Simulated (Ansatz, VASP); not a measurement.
HgTe in VASP and in Ansatz

```
CELL_PARAMETERS angstrom
-2.98343 2.98343 1.52758
2.98343 -2.98343 1.52758
2.98343 2.98343 -1.52758
ATOMIC_POSITIONS crystal
Hg 0.75000 0.25000 0.50000
Te 0.00000 0.00000 0.00000
```

Alike in both runs: task single point; functional r2SCAN0; k mesh 5 × 5 × 5; occupations fermi-dirac, width 0.05 eV; no spin polarisation.

|  | VASP | Ansatz |
| --- | --- | --- |
| version | VASP 6.6.1 | Ansatz 0.2.0 |
| potentials or method | VASP PAW PBE potentials, release 64 (Hg, Te) | Ansatz PAW |
| plane-wave cutoff (eV) | 440 | 500 |
| valence electrons in the cell | 18 | 36 |

```tsv
	VASP	Ansatz	Ansatz less VASP
gap on the k mesh at the Fermi level (eV)	none	none	-
pressure (GPa)	0.7	0.9	+0.18
traceless stress, the component that is largest in VASP (GPa)	3.88	3.80	-0.085
```

VASP's potentials were made for PBE, not for r2SCAN0. A gap of «none» marks a metal or a gap that the smearing closes. VASP's potentials hold 18 valence electrons a cell and Ansatz's 36, so a difference there can come from the potentials and not from the codes.

The k mesh is coarse, so the values compare programs but aren't converged. Neither program's run includes spin-orbit coupling.
